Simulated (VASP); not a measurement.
Set up this calculation in VASP 6.6.1, as the native input.

```
Task                   : relaxation of cell and atoms
Functional             : LDA
Potentials or basis    : VASP PAW LDA potentials, release 64 (Bi_d)
Cutoff                 : 500 eV
k mesh                 : 14 × 14 × 14
Occupations            : methfessel-paxton, width 0.1 eV
Spin                   : no spin polarisation
Dipole correction      : no
Further INCAR settings : ALGO = Normal; EDIFF = 1e-07; IBRION = 2; EDIFFG = -0.01; NSW = 60; ISIF = 3
```

The structure of Bi lies in POSCAR:

```
Bi
1.0
    0.0000000000      2.6000000000      2.6000000000
    2.6000000000      0.0000000000      2.6000000000
    2.6000000000      2.6000000000      0.0000000000
Bi
1
Direct
    0.0000000000      0.0000000000      0.0000000000
```

This isn't the form of Bi at room conditions, which is rhombohedral.

The input as run:

INCAR

```
SYSTEM = Bi
PREC = Accurate
ENCUT = 500
EDIFF = 1E-7
ISMEAR = 1
SIGMA = 0.1
LREAL = .False.
LASPH = .True.
NELM = 120
ALGO = Normal
ISIF = 3
LWAVE = .False.
LCHARG = .False.
GGA = CA
IBRION = 2
NSW = 60
EDIFFG = -0.01
GGA_COMPAT = .False.
NELMIN = 4
```

KPOINTS

```
regular mesh
0
Gamma
  14 14 14
  0 0 0
```

Potentials or basis: VASP PAW LDA potentials, release 64 (Bi_d).

Launch:

```console
$ cat potpaw_LDA.64/Bi_d/POTCAR > POTCAR
$ mpirun -np 1 vasp_std > vasp.out
```

Results of the run:

```yaml
Relaxed_volume: 29.63 Å³/atom
Relaxed_cell: a = 3.474 Å, b = 3.474 Å, c = 3.474 Å, α = 60.00°, β = 60.00°, γ = 60.00°
Space_group_after_relaxing_to_0.1_Å: Fm-3m (No. 225)
Energy_gained_by_relaxing: 147.6 meV/atom
Ionic_steps: 3
Pressure_after_relaxing: 0.0 GPa
Band_gap_on_the_k_mesh: zero (an odd number of electrons rules out a gap without spin polarisation)
```

Caveat: the volume moved by over 15 % at a fixed basis, so the end points are rough; spin-orbit coupling is left out, which moves the levels of the heavy elements.

Wall time 49 s on 1 thread of AMD EPYC 9R45 (Zen 5) (shared host), peak memory 0.14 GiB.
